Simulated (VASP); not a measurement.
# Nb in VASP: single point with PBE

Aim: the single point of Nb with PBE.

Everything below comes from runs of VASP 6.6.1. Logs are shortened: lines on timing, memory, paths and dates and some standing lists are left out, and cuts for length are marked.

## 1. The cell of the first run

The cell holds a slab with vacuum, 9 atoms: a = 2.882 Å, b = 4.706 Å, c = 30.869 Å, α = 90.00°, β = 90.00°, γ = 90.00°.

## 2. Single point, PBE

INCAR

```
PREC     = Accurate       # precision mode
ENCUT    = 520            # plane-wave cutoff, eV
EDIFF    = 1E-6           # SCF threshold, eV
ISMEAR   = 0              # smearing method
SIGMA    = 0.1            # smearing width, eV
LREAL    = F              # projectors in reciprocal space
LASPH    = T              # aspherical terms in the spheres
NELM     = 100            # most SCF steps
ALGO     = Normal         # electronic algorithm
ISIF     = 2              # what is computed and relaxed
LWAVE    = F              # write WAVECAR
LCHARG   = F              # write CHGCAR
LDIPOL   = T            
IDIPOL   = 3            
DIPOL    = 0.5 0.5 0.498
GGA      = PE             # functional
NBANDS   = 68             # bands
```

KPOINTS

```
regular mesh
0
Gamma
  9 6 1
```

POSCAR

```
Nb
1.0
    2.8820459400      0.0000000000      0.0000000000
    0.0000000000      4.7063613100      0.0000000000
    0.0000000000      0.0000000000     30.8688759943
Nb
9
Direct
    0.3333333300      0.5000000000      0.3239508948
    0.6666666700      0.0000000000      0.3679631688
    0.0000000000      0.5000000000      0.4119754521
    0.3333333300      0.0000000000      0.4559877260
    0.6812961644      0.5000000000      0.4989074075
    0.0420185374      0.0000000000      0.5414944401
    0.3885630535      0.5000000000      0.5855031832
    0.7203503108      0.0000000000      0.6285715256
    0.1077349172      0.5000000000      0.6653516252
```

Potentials or basis: VASP PAW PBE potentials, release 64 (Nb_sv).

Launch:

```
cat potpaw_PBE.64/Nb_sv/POTCAR > POTCAR
mpirun -np 1 vasp_std > vasp.out
```

OUTCAR:

```text
PREC = Accurate
   ENCUT = 520
   EDIFF = 1E-6
   ISMEAR = 0
   LREAL = F
   LASPH = T
   NELM = 100
   ISIF = 2
   GGA = PE

 ion  position               nearest neighbor table
   1  0.333  0.500  0.324-   2 2.88   2 2.88   3 2.88
   2  0.667  0.000  0.368-   1 2.88   1 2.88   3 2.88   3 2.88   4 2.88
   3  0.000  0.500  0.412-   5 2.84   4 2.88   4 2.88   2 2.88   2 2.88   1 2.88
   4  0.333  0.000  0.456-   6 2.77   5 2.88   5 2.88   3 2.88   3 2.88   2 2.88
   5  0.681  0.500  0.499-   7 2.80   3 2.84   4 2.88   4 2.88   6 2.89   6 2.89
   6  0.042  0.000  0.541-   4 2.77   8 2.84   5 2.89   5 2.89   7 2.89   7 2.89
   7  0.389  0.500  0.586-   9 2.59   5 2.80   8 2.87   8 2.87   6 2.89   6 2.89
   8  0.720  0.000  0.629-   9 2.84   9 2.84   6 2.84   7 2.87   7 2.87
   9  0.108  0.500  0.665-   7 2.59   8 2.84   8 2.84

  LATTYP: Found a simple orthorhombic cell.
 ALAT       =     2.8820459400
 B/A-ratio  =     1.6329931611
 C/A-ratio  =    10.7107508475

  Lattice vectors:

 A1 = (   2.8820459400,   0.0000000000,   0.0000000000)
 A2 = (   0.0000000000,   4.7063613100,   0.0000000000)
 A3 = (   0.0000000000,   0.0000000000,  30.8688759943)

Analysis of symmetry for initial positions (statically):
=====================================================================
 Subroutine PRICEL returns:
 Original cell was already a primitive cell.

 Routine SETGRP: Setting up the symmetry group for a
 simple orthorhombic supercell.

 Subroutine GETGRP returns: Found  2 space group operations
 (whereof  2 operations were pure point group operations)
 out of a pool of  8 trial point group operations.

The static configuration has the point symmetry C_1h.

Analysis of symmetry for dynamics (positions and initial velocities):
=====================================================================
 Subroutine PRICEL returns:
 Original cell was already a primitive cell.

 Routine SETGRP: Setting up the symmetry group for a
 simple orthorhombic supercell.

 Subroutine GETGRP returns: Found  2 space group operations
 (whereof  2 operations were pure point group operations)
 out of a pool of  8 trial point group operations.

The dynamic configuration has the point symmetry C_1h.

 Subroutine INISYM returns: Found  2 space group operations
 (whereof  2 operations are pure point group operations),
 and found     1 'primitive' translations

----------------------------------------------------------------------------------------

                                     Primitive cell

  volume of cell :     418.7039

  direct lattice vectors                    reciprocal lattice vectors
     2.882045940  0.000000000  0.000000000     0.346975732  0.000000000  0.000000000
     0.000000000  4.706361310  0.000000000     0.000000000  0.212478374  0.000000000
     0.000000000  0.000000000 30.868875994     0.000000000  0.000000000  0.032395089

  length of vectors
     2.882045940  4.706361310 30.868875994     0.346975732  0.212478374  0.032395089

  position of ions in fractional coordinates (direct lattice)
     0.333333330  0.500000000  0.323950895
     0.666666670  0.000000000  0.367963169
     0.000000000  0.500000000  0.411975452
     0.333333330  0.000000000  0.455987726
     0.681296164  0.500000000  0.498907407
     0.042018537  0.000000000  0.541494440
     0.388563054  0.500000000  0.585503183
     0.720350311  0.000000000  0.628571526
     0.107734917  0.500000000  0.665351625

  ion indices of the primitive-cell ions
   primitive index   ion index
                 1           1
                 2           2
                 3           3
                 4           4
                 5           5
                 6           6
                 7           7
                 8           8
                 9           9

----------------------------------------------------------------------------------------

 KPOINTS: regular mesh

Automatic generation of k-mesh.
 Grid dimensions read from file:
 generate k-points for:    9    6    1

 Generating k-lattice:

  Cartesian coordinates                     Fractional coordinates (reciprocal lattice)
     0.038552859  0.000000000  0.000000000     0.111111111  0.000000000  0.000000000
     0.000000000  0.035413062  0.000000000     0.000000000  0.166666667  0.000000000
     0.000000000  0.000000000  0.032395089     0.000000000  0.000000000  1.000000000

  Length of vectors
     0.038552859  0.035413062  0.032395089

  Shift w.r.t. Gamma in fractional coordinates (k-lattice)
     0.000000000  0.000000000  0.000000000

 Subroutine IBZKPT returns following result:
 ===========================================

 Found     20 irreducible k-points:

 Following reciprocal coordinates:
            Coordinates               Weight
  0.000000  0.000000  0.000000      1.000000
  0.111111  0.000000  0.000000      2.000000
  0.222222  0.000000  0.000000      2.000000
  0.333333  0.000000  0.000000      2.000000
  0.444444  0.000000  0.000000      2.000000
  0.000000  0.166667  0.000000      2.000000
[... 12 lines left out ...]
  0.333333  0.500000  0.000000      2.000000
  0.444444  0.500000  0.000000      2.000000
   k-points           NKPTS =     20   k-points in BZ     NKDIM =     20   number of bands    NBANDS=     68
   number of dos      NEDOS =    301   number of ions     NIONS =      9
   total plane-waves  NPLWV = 207360
   dimension x,y,z NGX =    24 NGY =   36 NGZ =  240
   dimension x,y,z NGXF=    48 NGYF=   72 NGZF=  480
   ions per type =               9
   NGX,Y,Z   is equivalent  to a cutoff of  13.84, 12.72, 12.93 a.u.
   NGXF,Y,Z  is equivalent  to a cutoff of  27.69, 25.43, 25.85 a.u.
 SYSTEM =  unknown system
   PREC   = accura    normal or accurate (medium, high low for compatibility)
   ISTART =      0    job   : 0-new  1-cont  2-samecut
   ICHARG =      2    charge: 1-file 2-atom 10-const
   ISPIN  =      1    spin polarized calculation?
   LNONCOLLINEAR =      F non collinear calculations
   LSORBIT =      F    spin-orbit coupling
   LASPH  =      T    aspherical Exc in radial PAW
   ENCUT  =  520.0 eV  38.22 Ry    6.18 a.u.   5.36  8.75 57.40*2*pi/ulx,y,z
   NELM   =    100;   NELMIN=  2; NELMDL= -5     # of ELM steps
   EDIFF  = 0.1E-05   stopping-criterion for ELM
   LREAL  =      F    real-space projection
   EDIFFG = 0.1E-04   stopping-criterion for IOM
   NSW    =      0    number of steps for IOM
   IBRION =     -1    ionic relax: 0-MD 1-quasi-New 2-CG
   NFREE  =      0    steps in history (QN), initial steepest desc. (CG)
   ISIF   =      2    stress and relaxation
   ISYM   =      2    0-nonsym 1-usesym 2-fastsym
   POTIM  = 0.5000    time-step for ionic-motion
   TEBEG  =    0.0;   TEEND  =   0.0 temperature during run
   PSTRESS=    0.0 pullay stress
   NELECT =     117.0000    total number of electrons
   NUPDOWN=      -1.0000    fix difference up-down
   EMIN   =  10.00;   EMAX   =-10.00  energy-range for DOS
   EFERMI =   0.00;   METHOD = LEGACY
   ISMEAR =     0;   SIGMA  =   0.10  broadening in eV -4-tet -1-fermi 0-gaus
   EFERMI_NEDOS =   21; number of points for ismear=-14 and -15
   IALGO  =     38    algorithm
   IMIX   =      4    mixing-type and parameters
     AMIX     =   0.40;   BMIX     =  1.00
     AMIX_MAG =   1.60;   BMIX_MAG =  1.00
  volume/ion in A,a.u.               =      46.52       313.95
  Fermi-wavevector in a.u.,A,eV,Ry     =   1.070289  2.022553 15.585730  1.145519
  Thomas-Fermi vector in A             =   2.205995
   LORBIT       =      0    0 simple, 1 ext, 2 COOP (PROOUT), +10 PAW based schemes
   GGA     = PE    functional components
   LHFCALC =     F    Hartree Fock is set to
   AEXX    =    0.0000 exact exchange contribution
   IVDW    =     0    specifies the selected vdW correction
   LEPSILON=     F    determine dielectric tensor
   LRPA    =     F    only Hartree local field effects (RPA)
 non-spin polarized calculation
 Gauss-broadening in eV      SIGMA  =   0.10
  energy-cutoff  :      520.00
  volume of cell :      418.70
 maximum number of plane-waves:     11354
 NGX is ok and might be reduce to    24
   NGX = 11   NGY = 17   NGZ =115

 dipolmoment           0.000000      0.000000     -0.017429 electrons x Angstroem

 number of electron     117.0000005 magnetization

 dipolmoment           0.000000      0.000000      0.017682 electrons x Angstroem

 Free energy of the ion-electron system (eV)
  ---------------------------------------------------
  ext. energy  EPLUGINS =         0.00000000
  ---------------------------------------------------
  free energy    TOTEN  =       -87.83892080 eV

  energy without entropy =      -87.76987856  energy(sigma->0) =      -87.80439968

 E-fermi :   2.1620     XC(G=0):  -5.6207

 val. band max:        2.1601001301   @ k =   0.3333   0.3333   0.0000
 cond. band min:       2.1669030928   @ k =   0.1111   0.0000   0.0000
 fundamental gap:      0.0068029627
 Fermi energy:         2.1619780727

 k-point     1 :       0.0000    0.0000    0.0000
  band No.  band energies     occupation
      1     -52.5668      2.00000
      2     -52.4315      2.00000
      3     -52.2930      2.00000
      4     -52.2263      2.00000
      5     -52.1951      2.00000
      6     -52.1208      2.00000
[... 60 lines left out ...]
     67       4.0188      0.00000
     68       4.5219      0.00000

 k-point     2 :       0.1111    0.0000    0.0000
  band No.  band energies     occupation
      1     -52.5551      2.00000
      2     -52.4168      2.00000
      3     -52.2801      2.00000
      4     -52.2161      2.00000
      5     -52.1834      2.00000
      6     -52.1108      2.00000
[... 60 lines left out ...]
     67       3.5975      0.00000
     68       3.7920      0.00000

 k-point     3 :       0.2222    0.0000    0.0000
  band No.  band energies     occupation
      1     -52.5252      2.00000
      2     -52.3787      2.00000
      3     -52.2471      2.00000
      4     -52.1918      2.00000
      5     -52.1510      2.00000
      6     -52.0851      2.00000
[... 1196 lines left out ...]
     67       3.8463      0.00000
     68       4.3503      0.00000

 k-point    20 :       0.4444    0.5000    0.0000
  band No.  band energies     occupation
      1     -52.4635      2.00000
      2     -52.2950      2.00000
      3     -52.1766      2.00000
      4     -52.1522      2.00000
      5     -52.0750      2.00000
      6     -52.0045      2.00000
[... 60 lines left out ...]
     67       4.3028      0.00000
     68       4.5580      0.00000

------------------------ aborting loop because EDIFF is reached ----------------------------------------

 vacuum level on the upper side and lower side of the slab       (xc-potential included)        -0.046        -0.278

  FORCE on cell =-STRESS in cart. coord.  units (eV):
  Direction    XX          YY          ZZ          XY          YZ          ZX
  --------------------------------------------------------------------------------------
  -------------------------------------------------------------------------------------
  Total       -6.9078381     -4.9859744     -3.4109964      0.0000000      0.0000000      0.1433718
  in kB      -26.4329572    -19.0789139    -13.0522345      0.0000000      0.0000000      0.5486144
  external PRESSURE =     -19.5213685 kB  Pullay stress =       0.0000000 kB

 VOLUME and BASIS-vectors are now :
 -----------------------------------------------------------------------------
  energy-cutoff  :      520.00
  volume of cell :      418.70
      direct lattice vectors                 reciprocal lattice vectors
     2.882045940  0.000000000  0.000000000     0.346975732  0.000000000  0.000000000
     0.000000000  4.706361310  0.000000000     0.000000000  0.212478374  0.000000000
     0.000000000  0.000000000 30.868875994     0.000000000  0.000000000  0.032395089

 POSITION                                       TOTAL-FORCE (eV/Angst)
 -----------------------------------------------------------------------------------
      0.96068      2.35318     10.00000        -0.175554      0.000000      1.286377
      1.92136      0.00000     11.35861         0.217069      0.000000     -0.332630
      0.00000      2.35318     12.71722        -0.030089      0.000000     -0.899509
      0.96068      0.00000     14.07583        -0.014279      0.000000     -0.040756
      1.96353      2.35318     15.40071        -0.000437      0.000000     -0.001729
      0.12110      0.00000     16.71532         0.001630      0.000000      0.033323
      1.11986      2.35318     18.07383         0.019420      0.000000     -0.013454
      2.07608      0.00000     19.40330        -0.008328      0.000000      0.001089
      0.31050      2.35318     20.53866        -0.009432      0.000000     -0.032711
 -----------------------------------------------------------------------------------
    total drift:                               -0.000101      0.000000      0.000160

  FREE ENERGIE OF THE ION-ELECTRON SYSTEM (eV)
  ---------------------------------------------------
  free  energy   TOTEN  =       -87.8389207997 eV

  energy  without entropy=      -87.7698785626  energy(sigma->0) =      -87.80439968

 vacuum level on the upper side and lower side of the slab         5.836         5.601
```

It took 34 min on 1 thread of Intel Xeon Platinum 8259CL at 2.50GHz (Skylake/Cascade Lake), shared host; peak memory 0.69 GiB.

Results:

```
Free energy            : -87.8389 eV
Largest force          : 1.298 eV/Å
Band gap on the k mesh : zero (an odd number of electrons rules out a gap without spin polarisation)
```

Forces in eV/Å, atoms in the order of the input:
```
Nb  -0.176  0.000  1.286
Nb   0.217  0.000 -0.333
Nb  -0.030  0.000 -0.900
Nb  -0.014  0.000 -0.041
Nb   0.000  0.000 -0.002
Nb   0.002  0.000  0.033
Nb   0.019  0.000 -0.013
Nb  -0.008  0.000  0.001
Nb  -0.009  0.000 -0.033
```
